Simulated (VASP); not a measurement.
# ScAl3 (Pm-3m) in VASP: settings compared

The runs below take ScAl3 through single point, with PBE, r2SCAN, PBEsol.

Program: VASP 6.6.1. These are calculated values, not measurements. Logs are shortened: lines on timing, memory, paths and dates and some standing lists are left out, and cuts for length are marked.

## (1) The cell of the first run

It takes space group Pm-3m (No. 221, cubic). Conventional cell: a = 4.088 Å, b = 4.088 Å, c = 4.088 Å, α = 90.00°, β = 90.00°, γ = 90.00°. Sc (site symmetry m-3m) has 12 Al at 2.89 Å within 3.8 Å. Within 3.8 Å of Al (site symmetry 4/mmm) lie 4 Sc at 2.89 Å and 8 Al at 2.89 Å.

## (2) Single point, PBE

File INCAR:

```
PREC = Accurate ; ENCUT = 520
EDIFF = 1E-6 ; ISMEAR = 0
SIGMA = 0.022 ; LREAL = False
LASPH = True ; NELM = 100
ALGO = Normal ; ISIF = 2
LWAVE = False ; LCHARG = False
GGA = PE ; NBANDS = 18
```

File KPOINTS:

```
Automatic mesh
0
Gamma
  7 7 7
```

File POSCAR:

```
ScAl3
1.0
    4.0878065700      0.0000000000      0.0000000000
    0.0000000000      4.0878065700      0.0000000000
    0.0000000000      0.0000000000      4.0878065700
Sc Al
1 3
Direct
    0.0000000000      0.0000000000      0.0000000000
    0.5000000000      0.5000000000      0.0000000000
    0.0000000000      0.5000000000      0.5000000000
    0.5000000000      0.0000000000      0.5000000000
```

Potentials or basis: VASP PAW PBE potentials, release 64 (Sc_sv, Al).

Run with:

```
$ cat potpaw_PBE.64/Sc_sv/POTCAR potpaw_PBE.64/Al/POTCAR > POTCAR
$ mpirun -np 1 vasp_std > vasp.out
```

OUTCAR:

```text
PREC = Accurate
   ENCUT = 520
   EDIFF = 1E-6
   ISMEAR = 0
   LREAL = False
   LASPH = True
   NELM = 100
   ISIF = 2
   GGA = PE

 ion  position               nearest neighbor table
   1  0.000  0.000  0.000-   2 2.89   3 2.89   4 2.89   3 2.89   4 2.89   2 2.89   3 2.89   3 2.89
                             2 2.89   4 2.89   4 2.89   2 2.89
   2  0.500  0.500  0.000-   1 2.89   3 2.89   4 2.89   3 2.89   4 2.89   1 2.89   4 2.89   4 2.89
                             1 2.89   3 2.89   3 2.89   1 2.89
   3  0.000  0.500  0.500-   1 2.89   2 2.89   4 2.89   1 2.89   2 2.89   1 2.89   4 2.89   1 2.89
                             2 2.89   4 2.89   2 2.89   4 2.89
   4  0.500  0.000  0.500-   1 2.89   2 2.89   3 2.89   1 2.89   2 2.89   2 2.89   3 2.89   2 2.89
                             1 2.89   3 2.89   1 2.89   3 2.89

  LATTYP: Found a simple cubic cell.
 ALAT       =     4.0878065700

  Lattice vectors:

 A1 = (   4.0878065700,   0.0000000000,   0.0000000000)
 A2 = (   0.0000000000,   4.0878065700,   0.0000000000)
 A3 = (   0.0000000000,   0.0000000000,   4.0878065700)

Analysis of symmetry for initial positions (statically):
=====================================================================
 Subroutine PRICEL returns:
 Original cell was already a primitive cell.

 Routine SETGRP: Setting up the symmetry group for a
 simple cubic supercell.

 Subroutine GETGRP returns: Found 48 space group operations
 (whereof 48 operations were pure point group operations)
 out of a pool of 48 trial point group operations.

The static configuration has the point symmetry O_h .

Analysis of symmetry for dynamics (positions and initial velocities):
=====================================================================
 Subroutine PRICEL returns:
 Original cell was already a primitive cell.

 Routine SETGRP: Setting up the symmetry group for a
 simple cubic supercell.

 Subroutine GETGRP returns: Found 48 space group operations
 (whereof 48 operations were pure point group operations)
 out of a pool of 48 trial point group operations.

The dynamic configuration has the point symmetry O_h .

 Subroutine INISYM returns: Found 48 space group operations
 (whereof 48 operations are pure point group operations),
 and found     1 'primitive' translations

----------------------------------------------------------------------------------------

                                     Primitive cell

  volume of cell :      68.3079

  direct lattice vectors                    reciprocal lattice vectors
     4.087806570  0.000000000  0.000000000     0.244629970  0.000000000  0.000000000
     0.000000000  4.087806570  0.000000000     0.000000000  0.244629970  0.000000000
     0.000000000  0.000000000  4.087806570     0.000000000  0.000000000  0.244629970

  length of vectors
     4.087806570  4.087806570  4.087806570     0.244629970  0.244629970  0.244629970

  position of ions in fractional coordinates (direct lattice)
     0.000000000  0.000000000  0.000000000
     0.500000000  0.500000000  0.000000000
     0.000000000  0.500000000  0.500000000
     0.500000000  0.000000000  0.500000000

  ion indices of the primitive-cell ions
   primitive index   ion index
                 1           1
                 2           2
                 3           3
                 4           4

----------------------------------------------------------------------------------------

 KPOINTS: Automatic mesh

Automatic generation of k-mesh.
 Grid dimensions read from file:
 generate k-points for:    7    7    7

 Generating k-lattice:

  Cartesian coordinates                     Fractional coordinates (reciprocal lattice)
     0.034947139  0.000000000  0.000000000     0.142857143  0.000000000  0.000000000
     0.000000000  0.034947139  0.000000000     0.000000000  0.142857143  0.000000000
     0.000000000  0.000000000  0.034947139     0.000000000  0.000000000  0.142857143

  Length of vectors
     0.034947139  0.034947139  0.034947139

  Shift w.r.t. Gamma in fractional coordinates (k-lattice)
     0.000000000  0.000000000  0.000000000

 Subroutine IBZKPT returns following result:
 ===========================================

 Found     20 irreducible k-points:

 Following reciprocal coordinates:
            Coordinates               Weight
  0.000000  0.000000  0.000000      1.000000
  0.142857  0.000000  0.000000      6.000000
  0.285714  0.000000  0.000000      6.000000
  0.428571  0.000000  0.000000      6.000000
  0.142857  0.142857  0.000000     12.000000
  0.285714  0.142857  0.000000     24.000000
[... 12 lines left out ...]
  0.428571  0.428571  0.285714     24.000000
  0.428571  0.428571  0.428571      8.000000
   k-points           NKPTS =     20   k-points in BZ     NKDIM =     20   number of bands    NBANDS=     18
   number of dos      NEDOS =    301   number of ions     NIONS =      4
   total plane-waves  NPLWV =  27000
   dimension x,y,z NGX =    30 NGY =   30 NGZ =   30
   dimension x,y,z NGXF=    60 NGYF=   60 NGZF=   60
   ions per type =               1   3
   NGX,Y,Z   is equivalent  to a cutoff of  12.20, 12.20, 12.20 a.u.
   NGXF,Y,Z  is equivalent  to a cutoff of  24.40, 24.40, 24.40 a.u.
 SYSTEM =  unknown system
   PREC   = accura    normal or accurate (medium, high low for compatibility)
   ISTART =      0    job   : 0-new  1-cont  2-samecut
   ICHARG =      2    charge: 1-file 2-atom 10-const
   ISPIN  =      1    spin polarized calculation?
   LNONCOLLINEAR =      F non collinear calculations
   LSORBIT =      F    spin-orbit coupling
   LASPH  =      T    aspherical Exc in radial PAW
   ENCUT  =  520.0 eV  38.22 Ry    6.18 a.u.   7.60  7.60  7.60*2*pi/ulx,y,z
   NELM   =    100;   NELMIN=  2; NELMDL= -5     # of ELM steps
   EDIFF  = 0.1E-05   stopping-criterion for ELM
   LREAL  =      F    real-space projection
   EDIFFG = 0.1E-04   stopping-criterion for IOM
   NSW    =      0    number of steps for IOM
   IBRION =     -1    ionic relax: 0-MD 1-quasi-New 2-CG
   NFREE  =      0    steps in history (QN), initial steepest desc. (CG)
   ISIF   =      2    stress and relaxation
   ISYM   =      2    0-nonsym 1-usesym 2-fastsym
   POTIM  = 0.5000    time-step for ionic-motion
   TEBEG  =    0.0;   TEEND  =   0.0 temperature during run
   PSTRESS=    0.0 pullay stress
[... 33 lines left out ...]
  free energy    TOTEN  =       -19.29436752 eV

  energy without entropy =      -19.29335120  energy(sigma->0) =      -19.29385936

 E-fermi :   7.1199     XC(G=0): -10.4165

 val. band max:        7.1103411245   @ k =   0.4286   0.4286   0.1429
 cond. band min:       7.1999342561   @ k =   0.2857   0.0000   0.0000
 fundamental gap:      0.0895931316
 Fermi energy:         7.1198997347

 k-point     1 :       0.0000    0.0000    0.0000
  band No.  band energies     occupation
      1     -41.7079      2.00000
      2     -20.4110      2.00000
      3     -20.4110      2.00000
      4     -20.4110      2.00000
      5      -2.7561      2.00000
      6       4.6506      2.00000
[... 10 lines left out ...]
     17      12.5714      0.00000
     18      12.5714      0.00000

 k-point     2 :       0.1429    0.0000    0.0000
  band No.  band energies     occupation
      1     -41.7076      2.00000
      2     -20.4172      2.00000
      3     -20.4106      2.00000
      4     -20.4106      2.00000
      5      -2.5683      2.00000
      6       3.3872      2.00000
[... 10 lines left out ...]
     17      12.6497      0.00000
     18      12.6497      0.00000

 k-point     3 :       0.2857    0.0000    0.0000
  band No.  band energies     occupation
      1     -41.7071      2.00000
      2     -20.4308      2.00000
      3     -20.4095      2.00000
      4     -20.4095      2.00000
      5      -2.0177      2.00000
      6       1.7391      2.00000
[... 10 lines left out ...]
     17      12.0370      0.00000
     18      13.2307      0.00000

 k-point     4 :       0.4286    0.0000    0.0000
  band No.  band energies     occupation
      1     -41.7066      2.00000
      2     -20.4418      2.00000
      3     -20.4086      2.00000
      4     -20.4086      2.00000
      5      -1.1775      2.00000
      6       0.3126      2.00000
[... 10 lines left out ...]
     17      11.3933      0.00000
     18      12.5362      0.00000

 k-point     5 :       0.1429    0.1429    0.0000
  band No.  band energies     occupation
      1     -41.7074      2.00000
      2     -20.4169      2.00000
      3     -20.4163      2.00000
      4     -20.4101      2.00000
      5      -2.3828      2.00000
      6       3.3745      2.00000
[... 10 lines left out ...]
     17      12.7894      0.00000
     18      13.0117      0.00000

 k-point     6 :       0.2857    0.1429    0.0000
  band No.  band energies     occupation
      1     -41.7068      2.00000
      2     -20.4301      2.00000
      3     -20.4154      2.00000
      4     -20.4090      2.00000
      5      -1.8395      2.00000
      6       1.8933      2.00000
[... 10 lines left out ...]
     17      11.7510      0.00000
     18      13.1767      0.00000

 k-point     7 :       0.4286    0.1429    0.0000
  band No.  band energies     occupation
      1     -41.7064      2.00000
      2     -20.4409      2.00000
      3     -20.4144      2.00000
      4     -20.4082      2.00000
      5      -1.0151      2.00000
      6       0.4880      2.00000
[... 10 lines left out ...]
     17      11.6595      0.00000
     18      13.0091      0.00000

 k-point     8 :       0.2857    0.2857    0.0000
  band No.  band energies     occupation
      1     -41.7063      2.00000
      2     -20.4290      2.00000
      3     -20.4281      2.00000
      4     -20.4080      2.00000
      5      -1.3188      2.00000
      6       2.2713      2.00000
[... 10 lines left out ...]
     17      11.8040      0.00000
     18      13.0823      0.00000
[... 145 lines left out ...]
     17      12.3246      0.00000
     18      12.9973      0.00000

 k-point    16 :       0.4286    0.4286    0.1429
  band No.  band energies     occupation
      1     -41.7053      2.00000
      2     -20.4369      2.00000
      3     -20.4367      2.00000
      4     -20.4117      2.00000
      5       0.3046      2.00000
      6       1.8176      2.00000
[... 10 lines left out ...]
     17      11.6195      0.00000
     18      13.2258      0.00000

 k-point    17 :       0.2857    0.2857    0.2857
  band No.  band energies     occupation
      1     -41.7056      2.00000
      2     -20.4272      2.00000
      3     -20.4258      2.00000
      4     -20.4258      2.00000
      5      -0.6511      2.00000
      6       2.7164      2.00000
[... 10 lines left out ...]
     17      12.8581      0.00000
     18      13.2718      0.00000

 k-point    18 :       0.4286    0.2857    0.2857
  band No.  band energies     occupation
      1     -41.7052      2.00000
      2     -20.4364      2.00000
      3     -20.4255      2.00000
      4     -20.4246      2.00000
      5       0.0845      2.00000
      6       1.5990      2.00000
[... 10 lines left out ...]
     17      12.2557      0.00000
     18      13.4422      0.00000

 k-point    19 :       0.4286    0.4286    0.2857
  band No.  band energies     occupation
      1     -41.7048      2.00000
      2     -20.4351      2.00000
      3     -20.4349      2.00000
      4     -20.4238      2.00000
      5       0.7790      2.00000
      6       2.1209      2.00000
[... 10 lines left out ...]
     17      11.4962      0.00000
     18      14.4895      0.00000

 k-point    20 :       0.4286    0.4286    0.4286
  band No.  band energies     occupation
      1     -41.7044      2.00000
      2     -20.4337      2.00000
      3     -20.4335      2.00000
      4     -20.4335      2.00000
      5       1.5021      2.00000
      6       2.4863      2.00000
[... 10 lines left out ...]
     17      11.3531      0.00000
     18      16.6203      0.00000

------------------------ aborting loop because EDIFF is reached ----------------------------------------

  FORCE on cell =-STRESS in cart. coord.  units (eV):
  Direction    XX          YY          ZZ          XY          YZ          ZX
  --------------------------------------------------------------------------------------
  -------------------------------------------------------------------------------------
  Total        0.4779933      0.4779933      0.4779933     -0.0000000     -0.0000000     -0.0000000
  in kB       11.2114391     11.2114391     11.2114391     -0.0000000     -0.0000000     -0.0000000
  external PRESSURE =      11.2114391 kB  Pullay stress =       0.0000000 kB

 VOLUME and BASIS-vectors are now :
 -----------------------------------------------------------------------------
  energy-cutoff  :      520.00
  volume of cell :       68.31
      direct lattice vectors                 reciprocal lattice vectors
     4.087806570  0.000000000  0.000000000     0.244629970  0.000000000  0.000000000
     0.000000000  4.087806570  0.000000000     0.000000000  0.244629970  0.000000000
     0.000000000  0.000000000  4.087806570     0.000000000  0.000000000  0.244629970

 POSITION                                       TOTAL-FORCE (eV/Angst)
 -----------------------------------------------------------------------------------
      0.00000      0.00000      0.00000         0.000000      0.000000      0.000000
      2.04390      2.04390      0.00000         0.000000      0.000000      0.000000
      0.00000      2.04390      2.04390         0.000000      0.000000      0.000000
      2.04390      0.00000      2.04390         0.000000      0.000000      0.000000
 -----------------------------------------------------------------------------------
    total drift:                                0.000000     -0.000000      0.000000

  FREE ENERGIE OF THE ION-ELECTRON SYSTEM (eV)
  ---------------------------------------------------
  free  energy   TOTEN  =       -19.2943675227 eV

  energy  without entropy=      -19.2933512007  energy(sigma->0) =      -19.29385936
```

It took 10 s on 1 thread of Intel Xeon 6975P-C (Granite Rapids), shared host; peak memory 0.17 GiB.

Results:

| Property | Result |
| --- | --- |
| Free energy | -19.2944 eV |
| Pressure | 1.1 GPa |
| Band gap on the k mesh | zero (band 10 reaches 8.28 eV, above the bottom of band 11 at 4.60 eV) |

## (3) Single point, r2SCAN

POSCAR is that of step 2.

File INCAR.step1:

```
SYSTEM = ScAl3
ALGO = Normal ; EDIFF = 1E-4
ENCUT = 520 ; GGA = PE
ISMEAR = -1 ; LASPH = .True.
LCHARG = .False. ; LREAL = .False.
LWAVE = .True. ; NBANDS = 18
NELM = 100 ; PREC = Accurate
SIGMA = 0.05
```

File INCAR.step2:

```
SYSTEM = ScAl3
ALGO = Normal ; EDIFF = 1E-7
ENCUT = 520 ; ISIF = 2
ISMEAR = -1 ; ISTART = 1
LASPH = .True. ; LCHARG = .True.
LELF = .True. ; LMIXTAU = .True.
LREAL = .False. ; LVHAR = .True.
LWAVE = .False. ; METAGGA = R2SCAN
NBANDS = 18 ; NELM = 100
PREC = Accurate ; SIGMA = 0.05
```

File KPOINTS:

```
k-points
0
Gamma
  7 7 7
  0 0 0
```

Potentials or basis: VASP PAW PBE potentials, release 64 (Sc_sv, Al).

Run with:

```
$ cat potpaw_PBE.64/Sc_sv/POTCAR potpaw_PBE.64/Al/POTCAR > POTCAR
$ cp INCAR.step1 INCAR
$ mpirun -np 1 vasp_std > vasp.out
$ cp INCAR.step2 INCAR
$ mpirun -np 1 vasp_std > vasp.out
```

It took 40 s on 1 thread of Intel Xeon 6975P-C (Granite Rapids), shared host; peak memory 0.18 GiB.

The run converged. Its results:

```
Free energy            : -33.5174 eV
Pressure               : -0.2 GPa
Band gap on the k mesh : zero (band 10 reaches 8.29 eV, above the bottom of band 11 at 4.42 eV)
```

Levels at points of the mesh, in eV from the Fermi level:
| k point | band 7 | band 8 | band 9 | band 10 | band 11 | band 12 | band 13 | band 14 |
| --- | --- | --- | --- | --- | --- | --- | --- | --- |
| (0.00, 0.00, 0.00) | -2.62 | -1.91 | -1.91 | -1.91 | 1.43 | 1.51 | 1.51 | 1.51 |

Caveat: the PAW data sets were made with another functional, which shifts forces and pressure a little.

## (4) Single point, PBEsol

This run uses another cell than the first one, of 16.05 Å³/atom, 0.940 times its volume.

File INCAR:

```
PREC = Accurate ; ENCUT = 520
EDIFF = 1E-6 ; ISMEAR = -1
SIGMA = 0.05 ; LREAL = F
LASPH = T ; NELM = 60
ALGO = Fast ; ISIF = 2
LWAVE = F ; LCHARG = F
GGA = PS ; NBANDS = 18
```

File KPOINTS:

```
regular mesh
0
Gamma
  7 7 7
```

File POSCAR:

```
ScAl3
1.0
    4.0043585311      0.0000000000      0.0000000000
    0.0000000000      4.0043585311      0.0000000000
    0.0000000000      0.0000000000      4.0043585311
Sc Al
1 3
Direct
    0.0000000000      0.0000000000      0.0000000000
    0.5000000000      0.5000000000      0.0000000000
    0.0000000000      0.5000000000      0.5000000000
    0.5000000000      0.0000000000      0.5000000000
```

Run with:

```
$ cat potpaw_PBE.64/Sc_sv/POTCAR potpaw_PBE.64/Al/POTCAR > POTCAR
$ mpirun -np 1 vasp_std > vasp.out
```

Run time: 50 s. Hardware: 1 thread of Intel Xeon 8259CL, shared host; peak memory 0.17 GiB.

The run converged. Its results:

```yaml
Free_energy: -20.7182 eV
Pressure: 5.2 GPa
Band_gap_on_the_k_mesh: zero (band 10 reaches 8.78 eV, above the bottom of band 11 at 5.03 eV)
```

Levels at points of the mesh, in eV from the Fermi level:
| k point | band 8 | band 9 | band 10 | band 11 | band 12 | band 13 |
| --- | --- | --- | --- | --- | --- | --- |
| (0.00, 0.00, 0.00) | -1.71 | -1.71 | -1.71 | 1.33 | 1.43 | 1.43 |

Caveat: the PAW data sets were made with another functional, which shifts forces and pressure a little.

## (5) Single point, PBEsol

File INCAR:

```
  PREC = Accurate
  ENCUT = 520
  EDIFF = 1E-7
  ISMEAR = -1
  SIGMA = 0.05
  LREAL = False
  LASPH = True
  NELM = 60
  ALGO = Normal
  ISIF = 2
  LWAVE = False
  LCHARG = True
  GGA = PS
  LELF = True
  LVHAR = True
  NBANDS = 18
```

File KPOINTS:

```
Automatic mesh
0
Gamma
  7 7 7
```

File POSCAR:

```
ScAl3
1.0
    4.0878065700      0.0000000000      0.0000000000
    0.0000000000      4.0878065700      0.0000000000
    0.0000000000      0.0000000000      4.0878065700
Sc Al
1 3
Direct
    0.0000000000      0.0000000000      0.0000000000
    0.5000000000      0.5000000000      0.0000000000
    0.0000000000      0.5000000000      0.5000000000
    0.5000000000      0.0000000000      0.5000000000
```

Run with:

```
$ cat potpaw_PBE.64/Sc_sv/POTCAR potpaw_PBE.64/Al/POTCAR > POTCAR
$ mpirun -np 1 vasp_std > vasp.out
```

Wall time 40 s (1 thread of Intel Xeon 8259CL, shared host); peak memory 0.17 GiB.

Results (log left out):

```
Free energy            : -20.7689 eV
Pressure               : -1.0 GPa
Band gap on the k mesh : zero (band 10 reaches 8.20 eV, above the bottom of band 11 at 4.53 eV)
```

Levels at points of the mesh, in eV from the Fermi level:
| k point | band 8 | band 9 | band 10 | band 11 | band 12 | band 13 |
| --- | --- | --- | --- | --- | --- | --- |
| (0.00, 0.00, 0.00) | -1.70 | -1.70 | -1.70 | 1.32 | 1.38 | 1.38 |

Caveat: the PAW data sets were made with another functional, which shifts forces and pressure a little.

## (6) The runs side by side

| level | cell | smearing | gap on the mesh (eV) | pressure (GPa) |
| --- | --- | --- | --- | --- |
| PBE | a = 4.088 Å, 4 atoms | gaussian 0.022 eV | none | 1.1 |
| r2SCAN | a = 4.088 Å, 4 atoms | fermi-dirac 0.05 eV | none | -0.2 |
| PBEsol | a = 4.004 Å, 4 atoms | fermi-dirac 0.05 eV | none | 5.2 |
| PBEsol | a = 4.088 Å, 4 atoms | fermi-dirac 0.05 eV | none | -1.0 |

Alike in all rows: task single point; potentials or basis VASP PAW PBE potentials, release 64 (Sc_sv, Al); no spin polarisation; k mesh 7 × 7 × 7; cutoff (eV) 520.

Every run on the cell as given and a fine mesh finds a metal. The pressure there spans -1.0 GPa (PBEsol) to 1.1 GPa (PBE); a positive pressure means that this level wants a larger cell, a negative one a smaller.

Caveats: the PAW data sets were made with another functional, which shifts forces and pressure a little (some runs).

Total energies depend on the potentials used, so only differences within one code and one set of settings carry meaning.
